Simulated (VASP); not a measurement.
Set up this calculation in VASP 6.6.1, as the native input.

| Item | Value |
| --- | --- |
| Task | relaxation of cell and atoms |
| Functional | RPBE |
| Potentials or basis | VASP PAW PBE potentials, release 64 (Mg) |
| Cutoff | 600 eV |
| k mesh | 11 × 11 × 11 |
| Occupations | fermi-dirac, width 0.1 eV |
| Spin | no spin polarisation |
| Dipole correction | no |
| Further INCAR settings | ALGO = Normal; EDIFF = 1e-06; IBRION = 2; EDIFFG = -0.01; NSW = 80; ISIF = 3 |

The structure of Mg lies in POSCAR:

```
Mg
1.0
    2.9277513048      0.0000000000      0.0000000000
    0.0000000000      2.9277513048      0.0000000000
    0.0000000000      0.0000000000      2.9277513048
Mg
1
Direct
    0.0000000000      0.0000000000      0.0000000000
```

The input as run:

INCAR

```
PREC = Accurate
ENCUT = 600
EDIFF = 1E-6
ISMEAR = -1
SIGMA = 0.1
LREAL = False
LASPH = True
NELM = 80
ALGO = Normal
ISIF = 3
LWAVE = False
LCHARG = False
GGA = RP
IBRION = 2
NSW = 80
EDIFFG = -0.01
```

KPOINTS

```
regular mesh
0
Gamma
  11 11 11
```

Potentials or basis: VASP PAW PBE potentials, release 64 (Mg).

Launch:

```sh
$ cat potpaw_PBE.64/Mg/POTCAR > POTCAR
$ mpirun -np 1 vasp_std > vasp.out
```

It gave:

The relaxed volume is 28.39 Å³/atom. The relaxed cell is a = 3.051 Å, b = 3.051 Å, c = 3.051 Å, α = 90.00°, β = 90.00°, γ = 90.00° and the space group after relaxing (to 0.05 Å) is Pm-3m (No. 221). The energy gained by relaxing is 31.4 meV/atom, the ionic steps are 4 and the pressure after relaxing is 0.0 GPa. The band gap on the k mesh is zero (band 1 reaches 4.99 eV, above the bottom of band 2 at 0.33 eV).

Caveat: the PAW data sets were made with another functional, which shifts forces and pressure a little.

Run time: 20 s on 1 thread of Intel Xeon 6975P-C (shared host), peak memory 0.14 GiB.
